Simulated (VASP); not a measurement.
# Zr2Ge2W (P6/mmm) in VASP: notebook

The runs below take Zr2Ge2W through single point, with PBE.

Program: VASP 6.6.1. These are calculated values, not measurements. Logs are shortened: lines on timing, memory, paths and dates and some standing lists are left out, and cuts for length are marked.

**1. The cell of the first run**

The structure is hexagonal, space group P6/mmm (No. 191). The conventional cell has a = 5.256 Å, b = 5.256 Å, c = 4.341 Å, α = 90.00°, β = 90.00°, γ = 120.00°. Zr (site symmetry -6m2) has 2 Ge at 2.17 Å within 2.9 Å. Within 2.9 Å of Ge (site symmetry -6m2) lie 2 Zr at 2.17 Å. Within 4.0 Å of W (site symmetry 6/mmm) lie 6 Zr at 3.03 Å and 12 Ge at 3.73 Å.

The cell was built from a structure type or drawn by symmetry, and may not be a known phase.

**2. Single point, PBE**

The input, INCAR:

```
SYSTEM = Zr2Ge2W
ALGO = Normal ; EDIFF = 1E-7
ENCUT = 520 ; GGA = PE
ISIF = 2 ; ISMEAR = 0
LASPH = .True. ; LCHARG = .True.
LELF = .True. ; LREAL = .False.
LVHAR = .True. ; LWAVE = .False.
NBANDS = 41 ; NELM = 100
PREC = Accurate ; SIGMA = 0.1
```

The input, KPOINTS:

```
k-points
0
Gamma
  6 6 4
  0 0 0
```

The input, POSCAR:

```
Zr2Ge2W
1.0
    5.2557623900      0.0000000000      0.0000000000
   -2.6278811900      4.5516237400      0.0000000000
    0.0000000000      0.0000000000      4.3407878500
Zr Ge W
2 2 1
Direct
    0.3333333300      0.6666666700      0.0000000000
    0.6666666700      0.3333333300      0.0000000000
    0.3333333300      0.6666666700      0.5000000000
    0.6666666700      0.3333333300      0.5000000000
    0.0000000000      0.0000000000      0.0000000000
```

Potentials or basis: VASP PAW PBE potentials, release 64 (Zr_sv, Ge_d, W_sv).

The run is started by

```sh
$ cat potpaw_PBE.64/Zr_sv/POTCAR potpaw_PBE.64/Ge_d/POTCAR potpaw_PBE.64/W_sv/POTCAR > POTCAR
$ mpirun -np 1 vasp_std > vasp.out
```

OUTCAR:

```text
SYSTEM = Zr2Ge2W
   EDIFF = 1E-7
   ENCUT = 520
   GGA = PE
   ISIF = 2
   ISMEAR = 0
   LASPH = .True.
   LREAL = .False.
   NELM = 100
   PREC = Accurate

 ion  position               nearest neighbor table
   1  0.333  0.667  0.000-   3 2.17   3 2.17   2 3.03   5 3.03   2 3.03   5 3.03   5 3.03   2 3.03

   2  0.667  0.333  0.000-   4 2.17   4 2.17   1 3.03   5 3.03   1 3.03   5 3.03   5 3.03   1 3.03

   3  0.333  0.667  0.500-   1 2.17   1 2.17
   4  0.667  0.333  0.500-   2 2.17   2 2.17
   5  0.000  0.000  0.000-   1 3.03   2 3.03   1 3.03   2 3.03   2 3.03   1 3.03

  LATTYP: Found a hexagonal cell.
 ALAT       =     5.2557623900
 C/A-ratio  =     0.8259102159

  Lattice vectors:

 A1 = (   5.2557623900,   0.0000000000,   0.0000000000)
 A2 = (  -2.6278811900,   4.5516237400,   0.0000000000)
 A3 = (   0.0000000000,   0.0000000000,   4.3407878500)

Analysis of symmetry for initial positions (statically):
=====================================================================
 Subroutine PRICEL returns:
 Original cell was already a primitive cell.

 Routine SETGRP: Setting up the symmetry group for a
 hexagonal supercell.

 Subroutine GETGRP returns: Found 24 space group operations
 (whereof 24 operations were pure point group operations)
 out of a pool of 24 trial point group operations.

The static configuration has the point symmetry D_6h.

Analysis of symmetry for dynamics (positions and initial velocities):
=====================================================================
 Subroutine PRICEL returns:
 Original cell was already a primitive cell.

 Routine SETGRP: Setting up the symmetry group for a
 hexagonal supercell.

 Subroutine GETGRP returns: Found 24 space group operations
 (whereof 24 operations were pure point group operations)
 out of a pool of 24 trial point group operations.

The dynamic configuration has the point symmetry D_6h.

 Subroutine INISYM returns: Found 24 space group operations
 (whereof 24 operations are pure point group operations),
 and found     1 'primitive' translations

----------------------------------------------------------------------------------------

                                     Primitive cell

  volume of cell :     103.8414

  direct lattice vectors                    reciprocal lattice vectors
     5.255762390  0.000000000  0.000000000     0.190267353  0.109850908  0.000000000
    -2.627881190  4.551623740  0.000000000     0.000000000  0.219701816  0.000000000
     0.000000000  0.000000000  4.340787850     0.000000000  0.000000000  0.230372926

  length of vectors
     5.255762390  5.255762382  4.340787850     0.219701815  0.219701816  0.230372926

  position of ions in fractional coordinates (direct lattice)
     0.333333330  0.666666670  0.000000000
     0.666666670  0.333333330  0.000000000
     0.333333330  0.666666670  0.500000000
     0.666666670  0.333333330  0.500000000
     0.000000000  0.000000000  0.000000000

  ion indices of the primitive-cell ions
   primitive index   ion index
                 1           1
                 2           2
                 3           3
                 4           4
                 5           5

----------------------------------------------------------------------------------------

 KPOINTS: k-points

Automatic generation of k-mesh.
 Grid dimensions read from file:
 generate k-points for:    6    6    4

 Generating k-lattice:

  Cartesian coordinates                     Fractional coordinates (reciprocal lattice)
     0.031711226  0.018308485  0.000000000     0.166666667  0.000000000  0.000000000
     0.000000000  0.036616969  0.000000000     0.000000000  0.166666667  0.000000000
     0.000000000  0.000000000  0.057593232     0.000000000  0.000000000  0.250000000

  Length of vectors
     0.036616969  0.036616969  0.057593232

  Shift w.r.t. Gamma in fractional coordinates (k-lattice)
     0.000000000  0.000000000  0.000000000

 Subroutine IBZKPT returns following result:
 ===========================================

 Found     21 irreducible k-points:

 Following reciprocal coordinates:
            Coordinates               Weight
  0.000000  0.000000  0.000000      1.000000
  0.166667  0.000000  0.000000      6.000000
  0.333333  0.000000  0.000000      6.000000
  0.500000 -0.000000  0.000000      3.000000
  0.166667  0.166667  0.000000      6.000000
  0.333333  0.166667  0.000000     12.000000
[... 13 lines left out ...]
  0.333333  0.166667  0.500000     12.000000
  0.333333  0.333333  0.500000      2.000000
   k-points           NKPTS =     21   k-points in BZ     NKDIM =     21   number of bands    NBANDS=     41
   number of dos      NEDOS =    301   number of ions     NIONS =      5
   total plane-waves  NPLWV =  51200
   dimension x,y,z NGX =    40 NGY =   40 NGZ =   32
   dimension x,y,z NGXF=    80 NGYF=   80 NGZF=   64
   ions per type =               2   2   1
   NGX,Y,Z   is equivalent  to a cutoff of  12.65, 12.65, 12.26 a.u.
   NGXF,Y,Z  is equivalent  to a cutoff of  25.30, 25.30, 24.51 a.u.
 SYSTEM =  Zr2Ge2W
   PREC   = accura    normal or accurate (medium, high low for compatibility)
   ISTART =      0    job   : 0-new  1-cont  2-samecut
   ICHARG =      2    charge: 1-file 2-atom 10-const
   ISPIN  =      1    spin polarized calculation?
   LNONCOLLINEAR =      F non collinear calculations
   LSORBIT =      F    spin-orbit coupling
   LASPH  =      T    aspherical Exc in radial PAW
   ENCUT  =  520.0 eV  38.22 Ry    6.18 a.u.   9.77  9.77  8.07*2*pi/ulx,y,z
   NELM   =    100;   NELMIN=  2; NELMDL= -5     # of ELM steps
   EDIFF  = 0.1E-06   stopping-criterion for ELM
   LREAL  =      F    real-space projection
   EDIFFG = 0.1E-05   stopping-criterion for IOM
   NSW    =      0    number of steps for IOM
   IBRION =     -1    ionic relax: 0-MD 1-quasi-New 2-CG
   NFREE  =      0    steps in history (QN), initial steepest desc. (CG)
   ISIF   =      2    stress and relaxation
   ISYM   =      2    0-nonsym 1-usesym 2-fastsym
   POTIM  = 0.5000    time-step for ionic-motion
   TEBEG  =    0.0;   TEEND  =   0.0 temperature during run
   PSTRESS=    0.0 pullay stress
   NELECT =      66.0000    total number of electrons
   NUPDOWN=      -1.0000    fix difference up-down
   EMIN   =  10.00;   EMAX   =-10.00  energy-range for DOS
   EFERMI =   0.00;   METHOD = LEGACY
   ISMEAR =     0;   SIGMA  =   0.10  broadening in eV -4-tet -1-fermi 0-gaus
   EFERMI_NEDOS =   21; number of points for ismear=-14 and -15
   IALGO  =     38    algorithm
   IMIX   =      4    mixing-type and parameters
     AMIX     =   0.40;   BMIX     =  1.00
     AMIX_MAG =   1.60;   BMIX_MAG =  1.00
  volume/ion in A,a.u.               =      20.77       140.15
  Fermi-wavevector in a.u.,A,eV,Ry     =   1.407557  2.659897 26.956082  1.981216
  Thomas-Fermi vector in A             =   2.529804
   LORBIT       =      0    0 simple, 1 ext, 2 COOP (PROOUT), +10 PAW based schemes
   GGA     = PE    functional components
   LHFCALC =     F    Hartree Fock is set to
   AEXX    =    0.0000 exact exchange contribution
   IVDW    =     0    specifies the selected vdW correction
   LEPSILON=     F    determine dielectric tensor
   LRPA    =     F    only Hartree local field effects (RPA)
 non-spin polarized calculation
 Gauss-broadening in eV      SIGMA  =   0.10
  energy-cutoff  :      520.00
  volume of cell :      103.84
 maximum number of plane-waves:      2824
 NGX is ok and might be reduce to    40
   NGX = 19   NGY = 19   NGZ = 17

 number of electron      65.9999989 magnetization

 Free energy of the ion-electron system (eV)
  ---------------------------------------------------
  ext. energy  EPLUGINS =         0.00000000
  ---------------------------------------------------
  free energy    TOTEN  =       -27.31861541 eV

  energy without entropy =      -27.29762056  energy(sigma->0) =      -27.30811798

 E-fermi :   7.6013     XC(G=0): -11.1986

 val. band max:        7.5844645691   @ k =   0.3333   0.3333   0.2500
 cond. band min:       7.6440155483   @ k =   0.3333   0.0000   0.0000
 fundamental gap:      0.0595509792
 Fermi energy:         7.6013398684

 k-point     1 :       0.0000    0.0000    0.0000
  band No.  band energies     occupation
      1     -66.5573      2.00000
      2     -40.6152      2.00000
      3     -40.4803      2.00000
      4     -30.9020      2.00000
      5     -30.5827      2.00000
      6     -30.5827      2.00000
[... 33 lines left out ...]
     40      10.7214      0.00000
     41      10.7419      0.00000

 k-point     2 :       0.1667    0.0000    0.0000
  band No.  band energies     occupation
      1     -66.5573      2.00000
      2     -40.6075      2.00000
      3     -40.4884      2.00000
      4     -30.9019      2.00000
      5     -30.5829      2.00000
      6     -30.5817      2.00000
[... 33 lines left out ...]
     40      10.6328      0.00000
     41      10.7389      0.00000

 k-point     3 :       0.3333    0.0000    0.0000
  band No.  band energies     occupation
      1     -66.5573      2.00000
      2     -40.5876      2.00000
      3     -40.5092      2.00000
      4     -30.9019      2.00000
      5     -30.5833      2.00000
      6     -30.5797      2.00000
[... 33 lines left out ...]
     40      10.8164      0.00000
     41      10.8820      0.00000

 k-point     4 :       0.5000   -0.0000    0.0000
  band No.  band energies     occupation
      1     -66.5573      2.00000
      2     -40.5714      2.00000
      3     -40.5258      2.00000
      4     -30.9019      2.00000
      5     -30.5835      2.00000
      6     -30.5787      2.00000
[... 693 lines left out ...]
     40       9.5124      0.00000
     41      11.0496      0.00000

 k-point    20 :       0.3333    0.1667    0.5000
  band No.  band energies     occupation
      1     -66.5573      2.00000
      2     -40.5572      2.00000
      3     -40.5119      2.00000
      4     -30.9054      2.00000
      5     -30.5823      2.00000
      6     -30.5792      2.00000
[... 33 lines left out ...]
     40      10.4097      0.00000
     41      10.6307      0.00000

 k-point    21 :       0.3333    0.3333    0.5000
  band No.  band energies     occupation
      1     -66.5573      2.00000
      2     -40.5346      2.00000
      3     -40.5346      2.00000
      4     -30.9054      2.00000
      5     -30.5805      2.00000
      6     -30.5805      2.00000
[... 33 lines left out ...]
     40      10.2682      0.00000
     41      11.2968      0.00000

------------------------ aborting loop because EDIFF is reached ----------------------------------------

  FORCE on cell =-STRESS in cart. coord.  units (eV):
  Direction    XX          YY          ZZ          XY          YZ          ZX
  --------------------------------------------------------------------------------------
  -------------------------------------------------------------------------------------
  Total       -6.5591898     -6.5591898     68.6103849     -0.0000000     -0.0000000      0.0000000
  in kB     -101.2022449   -101.2022446   1058.5949085     -0.0000001     -0.0000000      0.0000000
  external PRESSURE =     285.3968063 kB  Pullay stress =       0.0000000 kB

 VOLUME and BASIS-vectors are now :
 -----------------------------------------------------------------------------
  energy-cutoff  :      520.00
  volume of cell :      103.84
      direct lattice vectors                 reciprocal lattice vectors
     5.255762390  0.000000000  0.000000000     0.190267353  0.109850908  0.000000000
    -2.627881190  4.551623740  0.000000000     0.000000000  0.219701816  0.000000000
     0.000000000  0.000000000  4.340787850     0.000000000  0.000000000  0.230372926

 POSITION                                       TOTAL-FORCE (eV/Angst)
 -----------------------------------------------------------------------------------
     -0.00000      3.03442      0.00000        -0.000000      0.000000      0.000000
      2.62788      1.51721      0.00000         0.000000     -0.000000     -0.000000
     -0.00000      3.03442      2.17039        -0.000000      0.000000     -0.000000
      2.62788      1.51721      2.17039         0.000000     -0.000000     -0.000000
      0.00000      0.00000      0.00000        -0.000000      0.000000     -0.000000
 -----------------------------------------------------------------------------------
    total drift:                                0.000000     -0.000000     -0.000000

  FREE ENERGIE OF THE ION-ELECTRON SYSTEM (eV)
  ---------------------------------------------------
  free  energy   TOTEN  =       -27.3186154086 eV

  energy  without entropy=      -27.2976205560  energy(sigma->0) =      -27.30811798
```

It took 99 s on 1 thread of Intel Xeon 6975P-C (Granite Rapids), shared host; peak memory 0.26 GiB.

Results:

```yaml
Free_energy: -27.3186 eV
Pressure: 28.5 GPa
Band_gap_on_the_k_mesh: zero (bands 33 and 34 overlap by 1.18 eV)
```

Caveat: the k points lie up to 0.36 Å⁻¹ apart, too coarse for converged energies and pressures of a metal; spin-orbit coupling is left out, which moves the levels of the heavy elements.

**3. Single point, PBE**

This run uses another cell than the first one, of 23.49 Å³/atom.

The input, INCAR:

```
ALGO = Normal
EDIFF = 1E-6
ENCUT = 520
GGA = PE
ISIF = 2
ISMEAR = 0
LASPH = T
LCHARG = F
LREAL = F
LWAVE = F
NBANDS = 41
NELM = 100
PREC = Accurate
SIGMA = 0.1
```

The input, KPOINTS:

```
k-points
0
Gamma
  6 6 4
```

The input, POSCAR:

```
Zr2Ge2W
1.0
    4.9725915253     -0.0000000027      0.0000000000
   -2.4862957603      4.3063905849      0.0000000000
    0.0000000000      0.0000000000      5.4857563957
Zr Ge W
2 2 1
Direct
    0.3333333333      0.6666666667      0.0000000000
    0.6666666667      0.3333333333      0.0000000000
    0.3333333333      0.6666666667      0.5000000000
    0.6666666667      0.3333333333      0.5000000000
    0.0000000000      0.0000000000      0.0000000000
```

Potentials or basis: VASP PAW PBE potentials, release 64 (Zr_sv, Ge_d, W_sv).

The run is started by

```sh
$ cat potpaw_PBE.64/Zr_sv/POTCAR potpaw_PBE.64/Ge_d/POTCAR potpaw_PBE.64/W_sv/POTCAR > POTCAR
$ mpirun -np 1 vasp_std > vasp.out
```

OUTCAR:

```text
EDIFF = 1E-6
   ENCUT = 520
   GGA = PE
   ISIF = 2
   ISMEAR = 0
   LASPH = T
   LREAL = F
   NELM = 100
   PREC = Accurate

 ion  position               nearest neighbor table
   1  0.333  0.667  0.000-   3 2.74   3 2.74   5 2.87   2 2.87   2 2.87   5 2.87   5 2.87   2 2.87

   2  0.667  0.333  0.000-   4 2.74   4 2.74   5 2.87   1 2.87   1 2.87   5 2.87   5 2.87   1 2.87

   3  0.333  0.667  0.500-   1 2.74   1 2.74   4 2.87   4 2.87   4 2.87
   4  0.667  0.333  0.500-   2 2.74   2 2.74   3 2.87   3 2.87   3 2.87
   5  0.000  0.000  0.000-   1 2.87   2 2.87   1 2.87   2 2.87   2 2.87   1 2.87

  LATTYP: Found a hexagonal cell.
 ALAT       =     4.9725915253
 C/A-ratio  =     1.1031986777

  Lattice vectors:

 A1 = (   4.9725915253,  -0.0000000027,   0.0000000000)
 A2 = (  -2.4862957603,   4.3063905849,   0.0000000000)
 A3 = (   0.0000000000,   0.0000000000,   5.4857563957)

Analysis of symmetry for initial positions (statically):
=====================================================================
[... 173 lines left out ...]
  energy without entropy =      -34.46955811  energy(sigma->0) =      -34.49151567

 E-fermi :   6.4174     XC(G=0): -10.5990

 val. band max:        6.4131631833   @ k =   0.1667   0.1667   0.5000
 cond. band min:       6.4378825948   @ k =   0.1667   0.1667   0.2500
 fundamental gap:      0.0247194116
 Fermi energy:         6.4174010645

 k-point     1 :       0.0000    0.0000    0.0000
  band No.  band energies     occupation
      1     -67.4494      2.00000
      2     -42.0593      2.00000
      3     -41.8138      2.00000
      4     -31.8639      2.00000
      5     -31.5474      2.00000
      6     -31.5474      2.00000
[... 913 lines left out ...]
     40       9.8538      0.00000
     41      10.3882      0.00000

------------------------ aborting loop because EDIFF is reached ----------------------------------------

  FORCE on cell =-STRESS in cart. coord.  units (eV):
  Direction    XX          YY          ZZ          XY          YZ          ZX
  --------------------------------------------------------------------------------------
  -------------------------------------------------------------------------------------
  Total        0.0311929      0.0311929      0.0115396      0.0000000      0.0000000     -0.0000000
  in kB        0.4254353      0.4254353      0.1573875      0.0000000      0.0000000     -0.0000000
  external PRESSURE =       0.3360861 kB  Pullay stress =       0.0000000 kB

 VOLUME and BASIS-vectors are now :
 -----------------------------------------------------------------------------
  energy-cutoff  :      520.00
  volume of cell :      117.47
      direct lattice vectors                 reciprocal lattice vectors
     4.972591525 -0.000000003  0.000000000     0.201102382  0.116106514  0.000000000
    -2.486295760  4.306390585  0.000000000     0.000000000  0.232213029  0.000000000
     0.000000000  0.000000000  5.485756396     0.000000000  0.000000000  0.182290267

 POSITION                                       TOTAL-FORCE (eV/Angst)
 -----------------------------------------------------------------------------------
      0.00000      2.87093      0.00000         0.000000     -0.000000      0.000000
      2.48630      1.43546      0.00000        -0.000000      0.000000      0.000000
      0.00000      2.87093      2.74288         0.000000     -0.000000      0.000000
      2.48630      1.43546      2.74288        -0.000000      0.000000      0.000000
      0.00000      0.00000      0.00000        -0.000000      0.000000      0.000000
 -----------------------------------------------------------------------------------
    total drift:                                0.000000     -0.000000     -0.000000

  FREE ENERGIE OF THE ION-ELECTRON SYSTEM (eV)
  ---------------------------------------------------
  free  energy   TOTEN  =       -34.5134732291 eV

  energy  without entropy=      -34.4695581127  energy(sigma->0) =      -34.49151567
```

Run time: 2.6 min. Hardware: 1 thread of Intel Xeon 6975P-C (Granite Rapids), shared host; peak memory 0.3 GiB.

Results:

```
Free energy            : -34.5135 eV
Pressure               : 0.0 GPa
Band gap on the k mesh : zero (bands 33 and 34 overlap by 1.02 eV)
```

Levels at points of the mesh, in eV from the Fermi level:
```csv
k point,band 30,band 31,band 32,band 33,band 34,band 35,band 36,band 37
"(0.00, 0.00, 0.00)",-0.79,-0.32,-0.32,-0.12,-0.12,-0.04,0.16,0.16
"(0.50, 0.00, 0.00)",-1.35,-1.24,-1.01,-0.93,-0.45,1.33,1.49,1.77
"(0.00, 0.00, 0.50)",-1.24,-0.72,-0.36,-0.36,0.03,0.03,0.68,1.27
"(0.50, 0.00, 0.50)",-1.34,-1.21,-0.68,-0.44,-0.43,0.20,0.28,2.20
```

Caveat: spin-orbit coupling is left out, which moves the levels of the heavy elements.
